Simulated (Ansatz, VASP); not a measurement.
**Al4Ni in VASP and in Ansatz**

```
CELL_PARAMETERS angstrom
-2.79780 2.79780 2.79780
2.79780 -2.79780 2.79780
2.79780 2.79780 -2.79780
ATOMIC_POSITIONS crystal
Al 0.00000 0.00000 0.50000
Al 0.50000 0.00000 0.00000
Al 0.50000 0.50000 0.50000
Al 0.00000 0.50000 0.00000
Ni 0.00000 0.00000 0.00000
```

Change from the starting cell: species swapped into the NiHg4 type (Im-3m, No. 229).

Alike in both runs: functional PBE; k mesh 10 × 10 × 10; occupations gaussian, width 0.1 eV; no spin polarisation.

Ansatz relaxed the structure, and its values are those at the end. VASP's run is a single point on that final structure, the one shown.

|  | VASP | Ansatz |
| --- | --- | --- |
| version | VASP 6.6.1 | Ansatz 0.2.0 |
| potentials or method | VASP PAW PBE potentials, release 64 (Al, Ni), cutoff 520 eV | scalar-relativistic, plane waves, PAW |
| valence electrons in the cell | 22 | 30 |

|  | VASP | Ansatz | Ansatz less VASP |
| --- | --- | --- | --- |
| gap on the k mesh at the Fermi level (eV) | none | none | - |
| pressure (GPa) | 0.0 | 0.0 | +0.02 |

A gap of «none» marks a metal or a gap that the smearing closes. VASP's potentials hold 22 valence electrons a cell and Ansatz's 30, so a difference there can come from the potentials and not from the codes.
